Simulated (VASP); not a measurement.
## Si2W (MoSi2 type): single point with LDA

Crystal: Si2W (MoSi2 type).

```xyz
3
Lattice="-1.5210 1.5210 3.7490 1.5210 -1.5210 3.7490 1.5210 1.5210 -3.7490" Properties=species:S:1:pos:R:3 pbc="T T T"
W     0.0000    0.0000    0.0000
Si    0.0000    0.0000    2.4949
Si    0.0000    0.0000   -2.4949
```

This cell differs from its parent crystal: volume scaled by 0.88.

```yaml
Program: VASP 6.6.1
Task: single point
Functional: LDA
Potentials_or_basis: VASP PAW LDA potentials, release 64 (W_sv, Si)
Cutoff: 520 eV
k_mesh: 14 × 14 × 14
Occupations: fermi-dirac, width 0.08 eV
Spin: no spin polarisation
Dipole_correction: no
Further_INCAR_settings: ALGO = Normal; EDIFF = 1e-07; NBANDS = 18
```

* Pressure: 41.4 GPa
* Largest force: 0.020 eV/Å
* Band gap on the k mesh: zero (band 11 reaches 15.24 eV, above the bottom of band 12 at 13.58 eV)

Forces on the atoms (eV/Å):
```
W    0.000  0.000  0.000
Si   0.000  0.000 -0.020
Si   0.000  0.000  0.020
```

Stress tensor (GPa, compression positive):
```
41.41  0.00  0.00
 0.00 41.41  0.00
 0.00  0.00 41.52
```

Levels at points of the mesh, in eV from the Fermi level:
```tsv
k point	band 9	band 10	band 11	band 12	band 13	band 14
(0.00, 0.00, 0.00)	-3.29	-3.29	0.83	2.33	3.78	3.78
(0.50, 0.00, 0.00)	-3.42	-3.16	-0.64	3.06	3.43	4.23
(0.50, 0.50, 0.00)	-5.46	-4.00	-1.53	3.27	3.74	3.95
(0.50, 0.50, 0.50)	-0.75	-0.75	-0.64	-0.64	1.07	4.90
```

It took 75 s on 1 thread of AMD EPYC 9R45 96-Core Processor (Zen 5) (shared host), peak memory 0.23 GiB.

Caveat: spin-orbit coupling is left out, which moves the levels of the heavy elements.
